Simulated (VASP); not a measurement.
# C19O in VASP: single point with r2SCAN

Aim: the single point of C19O with r2SCAN.

All numbers are computed with VASP 6.6.1; they aren't measurements. Logs are shortened: lines on timing, memory, paths and dates and some standing lists are left out, and cuts for length are marked.

## Step 1: The cell of the first run

The cell holds a slab with vacuum, 20 atoms: a = 4.254 Å, b = 4.254 Å, c = 27.190 Å, α = 90.00°, β = 90.00°, γ = 120.00°.

## Step 2: Single point, r2SCAN

POSCAR

```
C19O
1.0
    4.2535527192      0.0000000000      0.0000000000
   -2.1267763596      3.6836847111      0.0000000000
    0.0000000000      0.0000000000     27.1904687907
C O
19 1
Direct
    0.6666666667      0.3333333333      0.3126095422
    0.0000000000      0.0000000000      0.3126095422
    0.3333333333      0.6666666666      0.3126095422
    0.3333333333      0.3333333333      0.3126095422
    0.6666666667      0.0000000000      0.3126095422
    0.0000000000      0.6666666667      0.3126095422
    0.6666670573      0.3333333333      0.4419412886
    0.0000000000      0.0000003907      0.4419412886
    0.3333329427      0.6666662760      0.4419412886
    0.6666666667      0.6666666667      0.4419395750
    0.0000000000      0.3333333333      0.4419397579
    0.3333333333      0.0000000000      0.4419395750
    0.6666449845      0.3333333333      0.5714694207
    0.0000000000     -0.0000216822      0.5714694207
    0.3333550155      0.6666883488      0.5714694207
    0.3333557017      0.3333333333      0.5714789275
    0.6666442983     -0.0000223684      0.5714789275
    0.0000000000      0.6666890351      0.5714789275
    0.0000000000      0.3333333333      0.6960685783
    0.0000000000      0.3333333333      0.7375075649
```

INCAR.step1

```
SYSTEM = C19O
PREC     = Accurate       ! precision mode
ENCUT    = 520            ! plane-wave cutoff, eV
ISMEAR   = 0              ! smearing method
SIGMA    = 0.1            ! smearing width, eV
LREAL    = Auto         
LASPH    = .True.         ! aspherical terms in the spheres
NELM     = 100            ! most SCF steps
LDIPOL   = .True.       
IDIPOL   = 3            
DIPOL    = 0.5 0.5 0.469
NBANDS   = 57             ! bands
GGA      = PE             ! functional
ALGO     = Normal         ! electronic algorithm
EDIFF    = 1E-4           ! SCF threshold, eV
LWAVE    = .True.         ! write WAVECAR
LCHARG   = .False.        ! write CHGCAR
```

INCAR.step2

```
SYSTEM = C19O
PREC     = Accurate       ! precision mode
ENCUT    = 520            ! plane-wave cutoff, eV
EDIFF    = 1E-7           ! SCF threshold, eV
ISMEAR   = 0              ! smearing method
SIGMA    = 0.1            ! smearing width, eV
LREAL    = Auto         
LASPH    = .True.         ! aspherical terms in the spheres
NELM     = 100            ! most SCF steps
ALGO     = Normal         ! electronic algorithm
ISIF     = 2              ! what is computed and relaxed
LWAVE    = .False.        ! write WAVECAR
LCHARG   = .False.        ! write CHGCAR
LDIPOL   = .True.       
IDIPOL   = 3            
DIPOL    = 0.5 0.5 0.469
METAGGA  = R2SCAN         ! meta-GGA
LMIXTAU  = .True.       
NBANDS   = 57             ! bands
ISTART   = 1
```

KPOINTS

```
Automatic mesh
0
Gamma
  9 9 1
  0 0 0
```

Potentials or basis: VASP PAW PBE potentials, release 64 (C, O).

Started as:

```sh
$ cat potpaw_PBE.64/C/POTCAR potpaw_PBE.64/O/POTCAR > POTCAR
$ cp INCAR.step1 INCAR
$ mpirun -np 1 vasp_std > vasp.out
$ cp INCAR.step2 INCAR
$ mpirun -np 1 vasp_std > vasp.out
```

OUTCAR:

```text
SYSTEM = C19O
   PREC = Accurate
   ENCUT = 520
   EDIFF = 1E-7
   ISMEAR = 0
   LREAL = Auto
   LASPH = .True.
   NELM = 100
   ISIF = 2
   METAGGA = R2SCAN
   ISTART = 1

 ion  position               nearest neighbor table
   1  0.667  0.333  0.313-   5 1.42   6 1.42   4 1.42
   2  0.000  0.000  0.313-   4 1.42   6 1.42   5 1.42
   3  0.333  0.667  0.313-   4 1.42   6 1.42   5 1.42
   4  0.333  0.333  0.313-   2 1.42   3 1.42   1 1.42
   5  0.667  0.000  0.313-   1 1.42   2 1.42   3 1.42
   6  0.000  0.667  0.313-   2 1.42   1 1.42   3 1.42
[... 10 lines left out ...]
  17  0.667  1.000  0.571-  15 1.42  13 1.42  14 1.42
  18  0.000  0.667  0.571-  14 1.42  13 1.42  15 1.42
  19  0.000  0.333  0.696-  20 1.13
  20  0.000  0.333  0.738-  19 1.13

  LATTYP: Found a hexagonal cell.
 ALAT       =     4.2535527192
 C/A-ratio  =     6.3924137270

  Lattice vectors:

 A1 = (   4.2535527192,   0.0000000000,   0.0000000000)
 A2 = (  -2.1267763596,   3.6836847111,   0.0000000000)
 A3 = (   0.0000000000,   0.0000000000,  27.1904687907)

Analysis of symmetry for initial positions (statically):
=====================================================================
 Subroutine PRICEL returns:
 Original cell was already a primitive cell.

 Routine SETGRP: Setting up the symmetry group for a
 hexagonal supercell.

 Subroutine GETGRP returns: Found  6 space group operations
 (whereof  2 operations were pure point group operations)
 out of a pool of 24 trial point group operations.

The static configuration has the point symmetry C_1h.
 The point group associated with its full space group is C_3v.

Analysis of symmetry for dynamics (positions and initial velocities):
=====================================================================
 Subroutine PRICEL returns:
 Original cell was already a primitive cell.

 Routine SETGRP: Setting up the symmetry group for a
 hexagonal supercell.

 Subroutine GETGRP returns: Found  6 space group operations
 (whereof  2 operations were pure point group operations)
 out of a pool of 24 trial point group operations.

The dynamic configuration has the point symmetry C_1h.
 The point group associated with its full space group is C_3v.

 Subroutine INISYM returns: Found  6 space group operations
 (whereof  2 operations are pure point group operations),
 and found     1 'primitive' translations

----------------------------------------------------------------------------------------

                                     Primitive cell

  volume of cell :     426.0406

  direct lattice vectors                    reciprocal lattice vectors
     4.253552719  0.000000000  0.000000000     0.235097592  0.135733658  0.000000000
    -2.126776360  3.683684711  0.000000000     0.000000000  0.271467316  0.000000000
     0.000000000  0.000000000 27.190468791     0.000000000  0.000000000  0.036777593

  length of vectors
     4.253552719  4.253552719 27.190468791     0.271467316  0.271467316  0.036777593

  position of ions in fractional coordinates (direct lattice)
     0.666666667  0.333333333  0.312609542
     0.000000000  0.000000000  0.312609542
     0.333333333  0.666666667  0.312609542
     0.333333333  0.333333333  0.312609542
     0.666666667  0.000000000  0.312609542
     1.000000000  0.666666667  0.312609542
[... 12 lines left out ...]
     1.000000000  0.333333333  0.696068578
     1.000000000  0.333333333  0.737507565

  ion indices of the primitive-cell ions
   primitive index   ion index
                 1           1
                 2           2
                 3           3
                 4           4
                 5           5
                 6           6
[... 12 lines left out ...]
                19          19
                20          20

----------------------------------------------------------------------------------------

 KPOINTS: Automatic mesh

Automatic generation of k-mesh.
 Grid dimensions read from file:
 generate k-points for:    9    9    1

 Generating k-lattice:

  Cartesian coordinates                     Fractional coordinates (reciprocal lattice)
     0.026121955  0.015081518  0.000000000     0.111111111  0.000000000  0.000000000
     0.000000000  0.030163035  0.000000000     0.000000000  0.111111111  0.000000000
     0.000000000  0.000000000  0.036777593     0.000000000  0.000000000  1.000000000

  Length of vectors
     0.030163035  0.030163035  0.036777593

  Shift w.r.t. Gamma in fractional coordinates (k-lattice)
     0.000000000  0.000000000  0.000000000

 Subroutine IBZKPT returns following result:
 ===========================================

 Found     12 irreducible k-points:

 Following reciprocal coordinates:
            Coordinates               Weight
  0.000000  0.000000  0.000000      1.000000
  0.111111  0.000000  0.000000      6.000000
  0.222222  0.000000  0.000000      6.000000
  0.333333  0.000000  0.000000      6.000000
  0.444444  0.000000  0.000000      6.000000
  0.111111  0.111111  0.000000      6.000000
  0.222222  0.111111  0.000000     12.000000
  0.333333  0.111111  0.000000     12.000000
  0.444444  0.111111  0.000000      6.000000
  0.222222  0.222222  0.000000      6.000000
  0.333333  0.222222  0.000000     12.000000
  0.333333  0.333333  0.000000      2.000000
   k-points           NKPTS =     12   k-points in BZ     NKDIM =     12   number of bands    NBANDS=     57
   number of dos      NEDOS =    301   number of ions     NIONS =     20
   total plane-waves  NPLWV = 215040
   dimension x,y,z NGX =    32 NGY =   32 NGZ =  210
   dimension x,y,z NGXF=    64 NGYF=   64 NGZF=  420
   ions per type =              19   1
   NGX,Y,Z   is equivalent  to a cutoff of  12.51, 12.51, 12.84 a.u.
   NGXF,Y,Z  is equivalent  to a cutoff of  25.01, 25.01, 25.68 a.u.
 SYSTEM =  C19O
   PREC   = accura    normal or accurate (medium, high low for compatibility)
   ISTART =      1    job   : 0-new  1-cont  2-samecut
   ICHARG =      0    charge: 1-file 2-atom 10-const
   ISPIN  =      1    spin polarized calculation?
   LNONCOLLINEAR =      F non collinear calculations
   LSORBIT =      F    spin-orbit coupling
   LASPH  =      T    aspherical Exc in radial PAW
   ENCUT  =  520.0 eV  38.22 Ry    6.18 a.u.   7.91  7.91 50.56*2*pi/ulx,y,z
   NELM   =    100;   NELMIN=  2; NELMDL=  0     # of ELM steps
   EDIFF  = 0.1E-06   stopping-criterion for ELM
   LREAL  =      T    real-space projection
   EDIFFG = 0.1E-05   stopping-criterion for IOM
   NSW    =      0    number of steps for IOM
   IBRION =     -1    ionic relax: 0-MD 1-quasi-New 2-CG
   NFREE  =      0    steps in history (QN), initial steepest desc. (CG)
   ISIF   =      2    stress and relaxation
   ISYM   =      2    0-nonsym 1-usesym 2-fastsym
   POTIM  = 0.5000    time-step for ionic-motion
   TEBEG  =    0.0;   TEEND  =   0.0 temperature during run
   PSTRESS=    0.0 pullay stress
   NELECT =      82.0000    total number of electrons
   NUPDOWN=      -1.0000    fix difference up-down
   EMIN   =  10.00;   EMAX   =-10.00  energy-range for DOS
   EFERMI =   0.00;   METHOD = LEGACY
   ISMEAR =     0;   SIGMA  =   0.10  broadening in eV -4-tet -1-fermi 0-gaus
   EFERMI_NEDOS =   21; number of points for ismear=-14 and -15
   IALGO  =     38    algorithm
   IMIX   =      4    mixing-type and parameters
     AMIX     =   0.40;   BMIX     =  1.00
     AMIX_MAG =   1.60;   BMIX_MAG =  1.00
  volume/ion in A,a.u.               =      21.30       143.75
  Fermi-wavevector in a.u.,A,eV,Ry     =   0.945212  1.786191 12.155789  0.893425
  Thomas-Fermi vector in A             =   2.073091
   LORBIT       =      0    0 simple, 1 ext, 2 COOP (PROOUT), +10 PAW based schemes
   METAGGA = R2SCAN    functional components
   LHFCALC =     F    Hartree Fock is set to
   AEXX    =    0.0000 exact exchange contribution
   IVDW    =     0    specifies the selected vdW correction
   LEPSILON=     F    determine dielectric tensor
   LRPA    =     F    only Hartree local field effects (RPA)
 non-spin polarized calculation
 Gauss-broadening in eV      SIGMA  =   0.10
  energy-cutoff  :      520.00
  volume of cell :      426.04
 maximum number of plane-waves:     11568
 NGX is ok and might be reduce to    32
   NGX = 15   NGY = 15   NGZ =101

 number of electron      82.0000001 magnetization

 dipolmoment           0.000000      0.000000     -0.014237 electrons x Angstroem

 Free energy of the ion-electron system (eV)
  ---------------------------------------------------
  ext. energy  EPLUGINS =         0.00000000
  ---------------------------------------------------
  free energy    TOTEN  =      -195.28487003 eV

  energy without entropy =     -195.27931019  energy(sigma->0) =     -195.28209011

 E-fermi :  -0.4966     XC(G=0):  -5.1106

 val. band max:       -0.5008529798   @ k =   0.0000   0.0000   0.0000
 cond. band min:      -0.4930301829   @ k =   0.0000   0.0000   0.0000
 fundamental gap:      0.0078227969
 Fermi energy:        -0.4965946494

 k-point     1 :       0.0000    0.0000    0.0000
  band No.  band energies     occupation
      1     -27.6221      2.00000
      2     -21.4137      2.00000
      3     -21.3467      2.00000
      4     -21.2701      2.00000
      5     -14.0479      2.00000
      6     -14.0479      2.00000
[... 45 lines left out ...]
     52       4.0330      0.00000
     53       4.4342      0.00000

 k-point     2 :       0.1111    0.0000    0.0000
  band No.  band energies     occupation
      1     -27.6212      2.00000
      2     -21.3098      2.00000
      3     -21.2432      2.00000
      4     -21.1671      2.00000
      5     -15.1838      2.00000
      6     -15.1451      2.00000
[... 45 lines left out ...]
     52       4.1836      0.00000
     53       4.5705      0.00000
[... 502 lines left out ...]
     52       6.2589      0.00000
     53       6.4006      0.00000

 k-point    12 :       0.3333    0.3333    0.0000
  band No.  band energies     occupation
      1     -27.6134      2.00000
      2     -18.6546      2.00000
      3     -18.6546      2.00000
      4     -18.6531      2.00000
      5     -18.5993      2.00000
      6     -18.5992      2.00000
[... 45 lines left out ...]
     52       5.0846      0.00000
     53       6.4558      0.00000
 [bands above 53 left out]

------------------------ aborting loop because EDIFF is reached ----------------------------------------

 vacuum level on the upper side and lower side of the slab       (xc-potential included)        -0.081         0.080

  FORCE on cell =-STRESS in cart. coord.  units (eV):
  Direction    XX          YY          ZZ          XY          YZ          ZX
  --------------------------------------------------------------------------------------
  -------------------------------------------------------------------------------------
  Total        0.9849967      0.9849967      0.9600732     -0.0000000      0.0000000      0.0000000
  in kB        3.7041998      3.7041998      3.6104718     -0.0000000      0.0000000      0.0000000
  external PRESSURE =       3.6729571 kB  Pullay stress =       0.0000000 kB

 VOLUME and BASIS-vectors are now :
 -----------------------------------------------------------------------------
  energy-cutoff  :      520.00
  volume of cell :      426.04
      direct lattice vectors                 reciprocal lattice vectors
     4.253552719  0.000000000  0.000000000     0.235097592  0.135733658  0.000000000
    -2.126776360  3.683684711  0.000000000     0.000000000  0.271467316  0.000000000
     0.000000000  0.000000000 27.190468791     0.000000000  0.000000000  0.036777593

 POSITION                                       TOTAL-FORCE (eV/Angst)
 -----------------------------------------------------------------------------------
      2.12678      1.22789      8.50000         0.000014     -0.000000     -0.003653
      0.00000      0.00000      8.50000        -0.000007      0.000013     -0.003653
     -0.00000      2.45579      8.50000        -0.000007     -0.000013     -0.003653
      0.70893      1.22789      8.50000         0.000055     -0.000000     -0.004110
      2.83570      0.00000      8.50000        -0.000027     -0.000047     -0.004110
     -1.41785      2.45579      8.50000        -0.000027      0.000047     -0.004110
[... 12 lines left out ...]
     -0.70893      1.22789     18.92643        -0.000000      0.000000     -1.056519
     -0.70893      1.22789     20.05318        -0.000000     -0.000000      1.064174
 -----------------------------------------------------------------------------------
    total drift:                                0.000020     -0.000039     -0.001148

  FREE ENERGIE OF THE ION-ELECTRON SYSTEM (eV)
  ---------------------------------------------------
  free  energy   TOTEN  =      -195.2848700289 eV

  energy  without entropy=     -195.2793101919  energy(sigma->0) =     -195.28209011

 vacuum level on the upper side and lower side of the slab         3.631         3.795
```

Wall time 34 min (1 thread of Intel Xeon Platinum 8488C (Sapphire Rapids), shared host); peak memory 0.62 GiB.

What came out:

```
Free energy            : -195.2849 eV
Largest force          : 1.064 eV/Å
Band gap on the k mesh : 0.01 eV
```

Forces in eV/Å, atoms in the order of the input:
```
C    0.000  0.000 -0.004
C    0.000  0.000 -0.004
C    0.000  0.000 -0.004
C    0.000  0.000 -0.004
C    0.000  0.000 -0.004
C    0.000  0.000 -0.004
C    0.000  0.000  0.008
C    0.000  0.000  0.008
C    0.000  0.000  0.008
C    0.000  0.000 -0.001
C    0.000  0.000 -0.002
C    0.000  0.000 -0.001
C    0.008  0.000  0.000
C   -0.004  0.007  0.000
C   -0.004 -0.007  0.000
C   -0.008  0.000 -0.002
C    0.004  0.007 -0.002
C    0.004 -0.007 -0.002
C    0.000  0.000 -1.057
O    0.000  0.000  1.064
```

Caveat: semilocal functionals underestimate gaps, and a narrow one can read as zero; the PAW data sets were made with another functional, which shifts forces and pressure a little.
